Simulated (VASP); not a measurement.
# AlCo (R3m) in VASP: a series of runs

The runs below take AlCo through single point, with PBE.

All numbers are computed with VASP 6.6.1; they aren't measurements. Logs are shortened: lines on timing, memory, paths and dates and some standing lists are left out, and cuts for length are marked.

### 1 The cell of the first run

Symmetry: R3m, No. 160, trigonal system. The conventional cell has a = 4.033 Å, b = 4.033 Å, c = 4.940 Å, α = 90.00°, β = 90.00°, γ = 120.00°. Within 3.1 Å of Al (site symmetry 3m) lie 8 Co at 2.38 to 2.56 Å and 6 Al at 2.85 Å. Within 3.1 Å of Co (site symmetry 3m) lie 8 Al at 2.38 to 2.56 Å and 6 Co at 2.85 Å.

### 2 Single point, PBE

File INCAR:

```
SYSTEM = AlCo
  ALGO = Fast
  EDIFF = 1E-6
  ENCUT = 520
  GGA = PE
  ISIF = 2
  ISMEAR = 0
  LASPH = .TRUE.
  LCHARG = .FALSE.
  LREAL = .FALSE.
  LWAVE = .FALSE.
  NBANDS = 13
  NELM = 100
  PREC = Accurate
  SIGMA = 0.15
```

File KPOINTS:

```
k-points
0
G
  22 22 22
  0 0 0
```

File POSCAR:

```
AlCo
1.0
    2.8519024094      0.0000000000      0.0000000000
    0.0000000000      2.8519024094      0.0000000000
    0.0000000000      0.0000000000      2.8519024094
Al Co
1 1
Direct
    0.0000000000      0.0000000000      0.0000000000
    0.4822861580      0.4822861580      0.4822861580
```

Potentials or basis: VASP PAW PBE potentials, release 64 (Al, Co).

The run is started by

```
$ cat potpaw_PBE.64/Al/POTCAR potpaw_PBE.64/Co/POTCAR > POTCAR
$ mpirun -np 1 vasp_std > vasp.out
```

OUTCAR:

```text
SYSTEM = AlCo
   EDIFF = 1E-6
   ENCUT = 520
   GGA = PE
   ISIF = 2
   ISMEAR = 0
   LASPH = .TRUE.
   LREAL = .FALSE.
   NELM = 100
   PREC = Accurate

 ion  position               nearest neighbor table
   1  0.000  0.000  0.000-   2 2.38   2 2.44   2 2.44   2 2.44   2 2.50   2 2.50   2 2.50   2 2.56

   2  0.482  0.482  0.482-   1 2.38   1 2.44   1 2.44   1 2.44   1 2.50   1 2.50   1 2.50   1 2.56

  LATTYP: Found a simple cubic cell.
 ALAT       =     2.8519024094

  Lattice vectors:

 A1 = (   2.8519024094,   0.0000000000,   0.0000000000)
 A2 = (   0.0000000000,   2.8519024094,   0.0000000000)
 A3 = (   0.0000000000,   0.0000000000,   2.8519024094)

Analysis of symmetry for initial positions (statically):
=====================================================================
 Subroutine PRICEL returns:
 Original cell was already a primitive cell.

 Routine SETGRP: Setting up the symmetry group for a
 simple cubic supercell.

 Subroutine GETGRP returns: Found  6 space group operations
 (whereof  6 operations were pure point group operations)
 out of a pool of 48 trial point group operations.

The static configuration has the point symmetry C_3v.

Analysis of symmetry for dynamics (positions and initial velocities):
=====================================================================
 Subroutine PRICEL returns:
 Original cell was already a primitive cell.

 Routine SETGRP: Setting up the symmetry group for a
 simple cubic supercell.

 Subroutine GETGRP returns: Found  6 space group operations
 (whereof  6 operations were pure point group operations)
 out of a pool of 48 trial point group operations.

The dynamic configuration has the point symmetry C_3v.

 Subroutine INISYM returns: Found  6 space group operations
 (whereof  6 operations are pure point group operations),
 and found     1 'primitive' translations

----------------------------------------------------------------------------------------

                                     Primitive cell

  volume of cell :      23.1955

  direct lattice vectors                    reciprocal lattice vectors
     2.851902409  0.000000000  0.000000000     0.350643134  0.000000000  0.000000000
     0.000000000  2.851902409  0.000000000     0.000000000  0.350643134  0.000000000
     0.000000000  0.000000000  2.851902409     0.000000000  0.000000000  0.350643134

  length of vectors
     2.851902409  2.851902409  2.851902409     0.350643134  0.350643134  0.350643134

  position of ions in fractional coordinates (direct lattice)
     0.000000000  0.000000000  0.000000000
     0.482286158  0.482286158  0.482286158

[... 84 lines left out ...]
   POTIM  = 0.5000    time-step for ionic-motion
   TEBEG  =    0.0;   TEEND  =   0.0 temperature during run
   PSTRESS=    0.0 pullay stress
   NELECT =      12.0000    total number of electrons
   NUPDOWN=      -1.0000    fix difference up-down
   EMIN   =  10.00;   EMAX   =-10.00  energy-range for DOS
   EFERMI =   0.00;   METHOD = LEGACY
   ISMEAR =     0;   SIGMA  =   0.15  broadening in eV -4-tet -1-fermi 0-gaus
   EFERMI_NEDOS =   21; number of points for ismear=-14 and -15
   IALGO  =     68    algorithm
   IMIX   =      4    mixing-type and parameters
     AMIX     =   0.40;   BMIX     =  1.00
     AMIX_MAG =   1.60;   BMIX_MAG =  1.00
  volume/ion in A,a.u.               =      11.60        78.27
  Fermi-wavevector in a.u.,A,eV,Ry     =   1.314218  2.483511 23.499543  1.727168
  Thomas-Fermi vector in A             =   2.444486
   LORBIT       =      0    0 simple, 1 ext, 2 COOP (PROOUT), +10 PAW based schemes
   GGA     = PE    functional components
   LHFCALC =     F    Hartree Fock is set to
   AEXX    =    0.0000 exact exchange contribution
   IVDW    =     0    specifies the selected vdW correction
   LEPSILON=     F    determine dielectric tensor
   LRPA    =     F    only Hartree local field effects (RPA)
 non-spin polarized calculation
 RMM-DIIS sequential band-by-band and
 Gauss-broadening in eV      SIGMA  =   0.15
  energy-cutoff  :      520.00
  volume of cell :       23.20
 maximum number of plane-waves:       640
 NGX is ok and might be reduce to    24
   NGX = 11   NGY = 11   NGZ = 11

 number of electron      11.9999998 magnetization

 Free energy of the ion-electron system (eV)
  ---------------------------------------------------
  ext. energy  EPLUGINS =         0.00000000
  ---------------------------------------------------
  free energy    TOTEN  =       -11.96500672 eV

  energy without entropy =      -11.95557736  energy(sigma->0) =      -11.96029204

 E-fermi :  10.5332     XC(G=0): -12.2533

 val. band max:       10.5258080231   @ k =  -0.4091   0.4545   0.0909
 cond. band min:      10.5562155975   @ k =   0.5000   0.3636   0.2727
 fundamental gap:      0.0304075744
 Fermi energy:        10.5331883454

 k-point     1 :       0.0000    0.0000    0.0000
  band No.  band energies     occupation
      1      -0.5117      2.00000
      2       7.5889      2.00000
      3       7.5889      2.00000
      4       9.6913      2.00000
      5       9.7046      2.00000
      6       9.7046      2.00000
      7      16.4984      0.00000
      8      16.4984      0.00000
      9      16.5235      0.00000
     10      19.2873      0.00000
     11      19.2873      0.00000
     12      25.5987      0.00000
     13      32.0391      0.00000
[... 354 lines left out ...]
  band No.  band energies     occupation
      1       0.9057      2.00000
      2       6.9854      2.00000
      3       7.9116      2.00000
      4       9.1390      2.00000
      5       9.1690      2.00000
      6       9.7438      2.00000
      7      11.7788      0.00000
      8      17.6385      0.00000
      9      18.3248      0.00000
     10      19.5804      0.00000
     11      23.3738      0.00000
     12      25.8036      0.00000
     13      26.2805      0.00000

 [... further k-points ...]
[... 5 lines left out ...]
  --------------------------------------------------------------------------------------
  -------------------------------------------------------------------------------------
  Total        0.0457679      0.0457679      0.0457679      0.0632439      0.0632439      0.0632439
  in kB        3.1613150      3.1613150      3.1613150      4.3684306      4.3684306      4.3684306
  external PRESSURE =       3.1613150 kB  Pullay stress =       0.0000000 kB

 VOLUME and BASIS-vectors are now :
 -----------------------------------------------------------------------------
  energy-cutoff  :      520.00
  volume of cell :       23.20
      direct lattice vectors                 reciprocal lattice vectors
     2.851902409  0.000000000  0.000000000     0.350643134  0.000000000  0.000000000
     0.000000000  2.851902409  0.000000000     0.000000000  0.350643134  0.000000000
     0.000000000  0.000000000  2.851902409     0.000000000  0.000000000  0.350643134

 POSITION                                       TOTAL-FORCE (eV/Angst)
 -----------------------------------------------------------------------------------
      0.00000      0.00000      0.00000        -0.373464     -0.373464     -0.373464
      1.37543      1.37543      1.37543         0.373464      0.373464      0.373464
 -----------------------------------------------------------------------------------
    total drift:                               -0.000027     -0.000027     -0.000023

  FREE ENERGIE OF THE ION-ELECTRON SYSTEM (eV)
  ---------------------------------------------------
  free  energy   TOTEN  =       -11.9650067169 eV

  energy  without entropy=      -11.9555773603  energy(sigma->0) =      -11.96029204
```

OSZICAR:

```text
N       E                     dE             d eps       ncg     rms          rms(c)
DAV:   1     0.365520820929E+02    0.36552E+02   -0.52032E+03 26816   0.973E+02
DAV:   2    -0.119934478039E+02   -0.48546E+02   -0.44267E+02 27964   0.173E+02
DAV:   3    -0.136005891690E+02   -0.16071E+01   -0.15958E+01 32579   0.363E+01
DAV:   4    -0.136252790699E+02   -0.24690E-01   -0.24683E-01 30956   0.407E+00
DAV:   5    -0.136261253495E+02   -0.84628E-03   -0.84626E-03 33454   0.815E-01    0.125E+01
RMM:   6    -0.164115558637E+02   -0.27854E+01   -0.16023E+01 31529   0.515E+01    0.185E+01
RMM:   7    -0.119905071646E+02    0.44210E+01   -0.48492E+00 28492   0.273E+01    0.257E+00
RMM:   8    -0.119753383463E+02    0.15169E-01   -0.34642E-02 29456   0.143E+00    0.106E+00
RMM:   9    -0.119829733502E+02   -0.76350E-02   -0.40361E-02 31601   0.175E+00    0.117E+00
RMM:  10    -0.119649885113E+02    0.17985E-01   -0.17550E-02 31298   0.178E+00    0.129E-01
RMM:  11    -0.119651337686E+02   -0.14526E-03   -0.80998E-04 34843   0.208E-01    0.120E-01
RMM:  12    -0.119649984468E+02    0.13532E-03   -0.30625E-04 37712   0.159E-01    0.265E-02
RMM:  13    -0.119650075416E+02   -0.90948E-05   -0.69277E-05 36141   0.570E-02    0.160E-02
RMM:  14    -0.119650059494E+02    0.15922E-05   -0.11797E-05 37668   0.312E-02    0.339E-03
RMM:  15    -0.119650067169E+02   -0.76744E-06   -0.38651E-06 28185   0.141E-02
   1 F= -.11965007E+02 E0= -.11960292E+02  d E =-.942936E-02
```

stdout:

```text
POSCAR found type information on POSCAR AlCo
 POSCAR found :  2 types and       2 ions
 scaLAPACK will be used
 LDA part: xc-table for (Slater+PW92), standard interpolation
 POSCAR, INCAR and KPOINTS ok, starting setup
 FFT: planning ... GRIDC
 FFT: planning ... GRID_SOFT
 FFT: planning ... GRID
 WAVECAR not read
 entering main loop
```

Wall time 3 min (1 thread of Intel Xeon Platinum 8488C (Sapphire Rapids), shared host); peak memory 0.42 GiB.

Results:

```yaml
Free_energy: -11.9650 eV
Pressure: 0.3 GPa
Largest_force: 0.647 eV/Å
Band_gap_on_the_k_mesh: zero (band 6 reaches 12.92 eV, above the bottom of band 7 at 10.30 eV)
```

Forces in eV/Å, atoms in the order of the input:
```
Al  -0.373 -0.373 -0.373
Co   0.373  0.373  0.373
```

Levels at points of the mesh, in eV from the Fermi level:
```tsv
k point	band 3	band 4	band 5	band 6	band 7	band 8	band 9	band 10
(0.00, 0.00, 0.00)	-2.94	-0.84	-0.83	-0.83	5.97	5.97	5.99	8.75
(0.50, 0.00, 0.00)	-2.36	-1.70	-1.70	-0.72	0.18	8.43	10.62	10.62
(0.50, 0.50, 0.00)	-2.66	-2.62	-1.49	-1.48	-0.23	2.43	3.44	12.76
(0.50, 0.50, 0.50)	-3.92	-0.19	-0.19	2.39	2.40	2.40	4.03	5.33
```

Caveat: the cell differs from its parent crystal (all Co atoms moved +0.087 Å, as atom 2 towards its neighbour atom 1 (Al) at 2.470 Å). Spin polarisation is off, so any magnetic state and its effect on volume and gap are missing.

(Part 1 of 2 ends here.)
